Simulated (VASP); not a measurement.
# Ti (P6_3/mmc) in VASP: settings compared

The runs below take Ti through single point, with b88 exchange, pbe correlation, PBEsol-based global hybrid with 25 % exact exchange.

All numbers are computed with VASP 6.6.1; they aren't measurements. Logs are shortened: lines on timing, memory, paths and dates and some standing lists are left out, and cuts for length are marked.

## (1) The cell of the first run

Symmetry: P6_3/mmc, No. 194, hexagonal system. Conventional cell: a = 2.970 Å, b = 2.970 Å, c = 4.711 Å, α = 90.00°, β = 90.00°, γ = 120.00°. Ti (site symmetry -6m2) has 12 Ti at 2.91 to 2.97 Å within 3.8 Å.

## (2) Single point, b88 exchange, pbe correlation, non-collinear spin, typed start (17.99 Å³/atom)

Input file INCAR:

```
PREC = Accurate
ENCUT = 500
EDIFF = 1E-6
ISMEAR = 1
SIGMA = 0.05
LREAL = F
LASPH = T
NELM = 200
ALGO = Normal
ISIF = 2
LWAVE = F
LCHARG = F
LNONCOLLINEAR = T
MAGMOM = 1 0 0 1 0 0
LORBIT = 11
LMAXMIX = 4
GGA = LIBXC
LIBXC1 = GGA_X_B88
LIBXC2 = GGA_C_PBE
NBANDS = 36
GGA_COMPAT = F
```

Input file KPOINTS:

```
Automatic mesh
0
Gamma
  8 8 4
```

Input file POSCAR:

```
Ti
1.0
    2.9695369932      0.0000000000      0.0000000000
   -1.4847684966      2.5716944736      0.0000000000
    0.0000000000      0.0000000000      4.7109942807
Ti
2
Direct
    0.6666666667      0.3333333333      0.7500000000
    0.3333333333      0.6666666667      0.2500000000
```

Potentials or basis: VASP PAW PBE potentials, release 64 (Ti_sv).

The run is started by

```
> cat potpaw_PBE.64/Ti_sv/POTCAR > POTCAR
> mpirun -np 1 vasp_ncl > vasp.out
```

OUTCAR:

```text
PREC = Accurate
   ENCUT = 500
   EDIFF = 1E-6
   ISMEAR = 1
   LREAL = F
   LASPH = T
   NELM = 200
   ISIF = 2
   LNONCOLLINEAR = T
   LORBIT = 11
   GGA = LIBXC

 ion  position               nearest neighbor table
   1  0.667  0.333  0.750-   2 2.91   2 2.91   2 2.91   2 2.91   2 2.91   2 2.91
   2  0.333  0.667  0.250-   1 2.91   1 2.91   1 2.91   1 2.91   1 2.91   1 2.91

  LATTYP: Found a hexagonal cell.
 ALAT       =     2.9695369932
 C/A-ratio  =     1.5864406780

  Lattice vectors:

 A1 = (   2.9695369932,   0.0000000000,   0.0000000000)
 A2 = (  -1.4847684966,   2.5716944736,   0.0000000000)
 A3 = (   0.0000000000,   0.0000000000,   4.7109942807)

Analysis of symmetry for initial positions (statically):
=====================================================================
 Subroutine PRICEL returns:
 Original cell was already a primitive cell.

 Routine SETGRP: Setting up the symmetry group for a
 hexagonal supercell.

 Subroutine GETGRP returns: Found 24 space group operations
 (whereof 12 operations were pure point group operations)
 out of a pool of 24 trial point group operations.

The static configuration has the point symmetry D_3d.
 The point group associated with its full space group is D_6h.

Analysis of symmetry for dynamics (positions and initial velocities):
=====================================================================
 Subroutine PRICEL returns:
 Original cell was already a primitive cell.

 Routine SETGRP: Setting up the symmetry group for a
 hexagonal supercell.

 Subroutine GETGRP returns: Found 24 space group operations
 (whereof 12 operations were pure point group operations)
 out of a pool of 24 trial point group operations.

The dynamic configuration has the point symmetry D_3d.
 The point group associated with its full space group is D_6h.

Analysis of structural, dynamic, and magnetic symmetry:
=====================================================================
 Subroutine PRICEL returns:
 Original cell was already a primitive cell.

 Routine SETGRP: Setting up the symmetry group for a
 hexagonal supercell.

 Subroutine GETGRP returns: Found  4 space group operations
 (whereof  4 operations were pure point group operations)
 out of a pool of 24 trial point group operations.

The overall configuration has the point symmetry C_2h.

 Subroutine INISYM returns: Found  4 space group operations
 (whereof  4 operations are pure point group operations),
 and found     1 'primitive' translations

----------------------------------------------------------------------------------------

                                     Primitive cell

  volume of cell :      35.9766

  direct lattice vectors                    reciprocal lattice vectors
     2.969536993  0.000000000  0.000000000     0.336752835  0.194424340  0.000000000
    -1.484768497  2.571694474  0.000000000     0.000000000  0.388848679  0.000000000
     0.000000000  0.000000000  4.710994281     0.000000000  0.000000000  0.212269415

  length of vectors
     2.969536993  2.969536993  4.710994281     0.388848679  0.388848679  0.212269415

  position of ions in fractional coordinates (direct lattice)
     0.666666667  0.333333333  0.750000000
     0.333333333  0.666666667  0.250000000

  ion indices of the primitive-cell ions
   primitive index   ion index
                 1           1
                 2           2

----------------------------------------------------------------------------------------

 KPOINTS: Automatic mesh

Automatic generation of k-mesh.
 Grid dimensions read from file:
 generate k-points for:    8    8    4

 Generating k-lattice:

  Cartesian coordinates                     Fractional coordinates (reciprocal lattice)
     0.042094104  0.024303042  0.000000000     0.125000000  0.000000000  0.000000000
     0.000000000  0.048606085  0.000000000     0.000000000  0.125000000  0.000000000
     0.000000000  0.000000000  0.053067354     0.000000000  0.000000000  0.250000000

  Length of vectors
     0.048606085  0.048606085  0.053067354

  Shift w.r.t. Gamma in fractional coordinates (k-lattice)
     0.000000000  0.000000000  0.000000000

 Subroutine IBZKPT returns following result:
 ===========================================

 Found     78 irreducible k-points:

 Following reciprocal coordinates:
            Coordinates               Weight
  0.000000  0.000000  0.000000      1.000000
  0.125000  0.000000  0.000000      4.000000
  0.000000  0.125000  0.000000      2.000000
  0.250000  0.000000  0.000000      4.000000
  0.000000  0.250000  0.000000      2.000000
  0.375000 -0.000000  0.000000      4.000000
[... 16 lines left out ...]
  0.125000  0.000000  0.250000      4.000000
  0.000000  0.125000  0.250000      2.000000
 [... further k-points ...]
   k-points           NKPTS =     78   k-points in BZ     NKDIM =     78   number of bands    NBANDS=     36
   number of dos      NEDOS =    301   number of ions     NIONS =      2
   total plane-waves  NPLWV =  20736
   dimension x,y,z NGX =    24 NGY =   24 NGZ =   36
   dimension x,y,z NGXF=    48 NGYF=   48 NGZF=   72
   ions per type =               2
   NGX,Y,Z   is equivalent  to a cutoff of  13.44, 13.44, 12.70 a.u.
   NGXF,Y,Z  is equivalent  to a cutoff of  26.87, 26.87, 25.41 a.u.
 SYSTEM =  unknown system
   PREC   = accura    normal or accurate (medium, high low for compatibility)
   ISTART =      0    job   : 0-new  1-cont  2-samecut
   ICHARG =      2    charge: 1-file 2-atom 10-const
   ISPIN  =      1    spin polarized calculation?
   LNONCOLLINEAR =      T non collinear calculations
   LSORBIT =      F    spin-orbit coupling
   LASPH  =      T    aspherical Exc in radial PAW
   ENCUT  =  500.0 eV  36.75 Ry    6.06 a.u.   5.41  5.41  8.59*2*pi/ulx,y,z
   NELM   =    200;   NELMIN=  2; NELMDL= -5     # of ELM steps
   EDIFF  = 0.1E-05   stopping-criterion for ELM
   LREAL  =      F    real-space projection
   EDIFFG = 0.1E-04   stopping-criterion for IOM
   NSW    =      0    number of steps for IOM
   IBRION =     -1    ionic relax: 0-MD 1-quasi-New 2-CG
   NFREE  =      0    steps in history (QN), initial steepest desc. (CG)
   ISIF   =      2    stress and relaxation
   ISYM   =      2    0-nonsym 1-usesym 2-fastsym
   POTIM  = 0.5000    time-step for ionic-motion
   TEBEG  =    0.0;   TEEND  =   0.0 temperature during run
   PSTRESS=    0.0 pullay stress
   NELECT =      24.0000    total number of electrons
   NUPDOWN=      -1.0000    fix difference up-down
   EMIN   =  10.00;   EMAX   =-10.00  energy-range for DOS
   EFERMI =   0.00;   METHOD = LEGACY
   ISMEAR =     1;   SIGMA  =   0.05  broadening in eV -4-tet -1-fermi 0-gaus
   EFERMI_NEDOS =   21; number of points for ismear=-14 and -15
   IALGO  =     38    algorithm
   IMIX   =      4    mixing-type and parameters
     AMIX     =   0.40;   BMIX     =  1.00
     AMIX_MAG =   1.60;   BMIX_MAG =  1.00
  volume/ion in A,a.u.               =      17.99       121.39
  Fermi-wavevector in a.u.,A,eV,Ry     =   1.430447  2.703152 27.839939  2.046178
  Thomas-Fermi vector in A             =   2.550291
   LORBIT       =     11    0 simple, 1 ext, 2 COOP (PROOUT), +10 PAW based schemes
   GGA     = LIBXC    functional components
   LHFCALC =     F    Hartree Fock is set to
   AEXX    =    0.0000 exact exchange contribution
   IVDW    =     0    specifies the selected vdW correction
   LEPSILON=     F    determine dielectric tensor
   LRPA    =     F    only Hartree local field effects (RPA)
 Methfessel and Paxton  Order N= 1 SIGMA  =   0.05
  energy-cutoff  :      500.00
  volume of cell :       35.98
 maximum number of plane-waves:      1870
 NGX is ok and might be reduce to    24
   NGX = 11   NGY = 11   NGZ = 17

 number of electron      24.0000002 magnetization       0.0040805     -0.0000000     -0.0000000

 number of electron      24.0000002 magnetization       0.0009795      0.0000000      0.0000000

 number of electron      24.0000002 magnetization       0.0003820     -0.0000000      0.0000000

 Free energy of the ion-electron system (eV)
  ---------------------------------------------------
  ext. energy  EPLUGINS =         0.00000000
  ---------------------------------------------------
  free energy    TOTEN  =       -15.45317255 eV

  energy without entropy =      -15.45231343  energy(sigma->0) =      -15.45288618

 E-fermi :   7.9719     XC(G=0): -11.3450

 val. band max:        7.9708047765   @ k =   0.3750   0.2500   0.2500
 cond. band min:       7.9838470554   @ k =   0.0000   0.1250   0.0000
 fundamental gap:      0.0130422789
 Fermi energy:         7.9719008649

 k-point     1 :       0.0000    0.0000    0.0000
  band No.  band energies     occupation
      1     -48.9595      1.00000
      2     -48.9593      1.00000
      3     -48.8417      1.00000
      4     -48.8415      1.00000
      5     -25.5291      1.00000
      6     -25.5289      1.00000
[... 28 lines left out ...]
     35       9.5010      0.00000
     36       9.5010      0.00000
[... 866 lines left out ...]
      6     -25.4214      1.00000
[... 28 lines left out ...]
     35       9.9344      0.00000
     36       9.9347      0.00000

 [... further k-points ...]

------------------------ aborting loop because EDIFF is reached ----------------------------------------

  FORCE on cell =-STRESS in cart. coord.  units (eV):
  Direction    XX          YY          ZZ          XY          YZ          ZX
  --------------------------------------------------------------------------------------
  -------------------------------------------------------------------------------------
  Total       -0.8865155     -0.8865226     -1.1064596      0.0000000      0.0000052      0.0000000
  in kB      -39.4799175    -39.4802332    -49.2748659      0.0000000      0.0002306      0.0000000
  external PRESSURE =     -42.7450055 kB  Pullay stress =       0.0000000 kB

 VOLUME and BASIS-vectors are now :
 -----------------------------------------------------------------------------
  energy-cutoff  :      500.00
  volume of cell :       35.98
      direct lattice vectors                 reciprocal lattice vectors
     2.969536993  0.000000000  0.000000000     0.336752835  0.194424340  0.000000000
    -1.484768497  2.571694474  0.000000000     0.000000000  0.388848679  0.000000000
     0.000000000  0.000000000  4.710994281     0.000000000  0.000000000  0.212269415

 POSITION                                       TOTAL-FORCE (eV/Angst)
 -----------------------------------------------------------------------------------
      1.48477      0.85723      3.53325        -0.000000      0.000002     -0.000003
     -0.00000      1.71446      1.17775         0.000000     -0.000002      0.000003
 -----------------------------------------------------------------------------------
    total drift:                               -0.000000      0.000000     -0.000000

  FREE ENERGIE OF THE ION-ELECTRON SYSTEM (eV)
  ---------------------------------------------------
  free  energy   TOTEN  =       -15.4531725531 eV

  energy  without entropy=      -15.4523134273  energy(sigma->0) =      -15.45288618

 total charge

# of ion       s       p       d       tot
------------------------------------------
    1        2.242   6.112   1.865  10.220
    2        2.242   6.112   1.865  10.220
--------------------------------------------------
tot          4.485  12.224   3.731  20.439

 magnetization (x)

# of ion       s       p       d       tot
------------------------------------------
    1        0.000   0.000   0.000   0.000
    2        0.000   0.000   0.000   0.000
--------------------------------------------------
tot          0.000   0.000   0.000   0.000

 magnetization (y)

# of ion       s       p       d       tot
------------------------------------------
    1        0.000  -0.000   0.000   0.000
    2        0.000  -0.000   0.000   0.000
--------------------------------------------------
tot          0.000  -0.000   0.000   0.000

 magnetization (z)

# of ion       s       p       d       tot
------------------------------------------
    1       -0.000   0.000   0.000  -0.000
    2        0.000   0.000  -0.000  -0.000
--------------------------------------------------
tot         -0.000   0.000  -0.000  -0.000
```

Wall time 2.1 min (1 thread of AMD EPYC 9R45 (Zen 5), shared host); peak memory 0.28 GiB.

What came out:

```
Free energy                                           : -15.4532 eV
Pressure                                              : -4.3 GPa
Band gap on the k mesh                                : zero (bands 24 and 25 overlap by 0.99 eV)
Net moment                                            : 0.00 μB per cell
Valence electrons inside the program's atomic spheres : Ti 10.22
```

Moments on the atoms (μB; x, y, z):
```
Ti  0.00 0.00 0.00
Ti  0.00 0.00 0.00
```

Caveat: the cell stands under tension; the PAW data sets were made with another functional, which shifts forces and pressure a little.

(Continued in part 2 of 3.)

The gap in the log of VASP goes by the Fermi energy; the results here count the filled bands.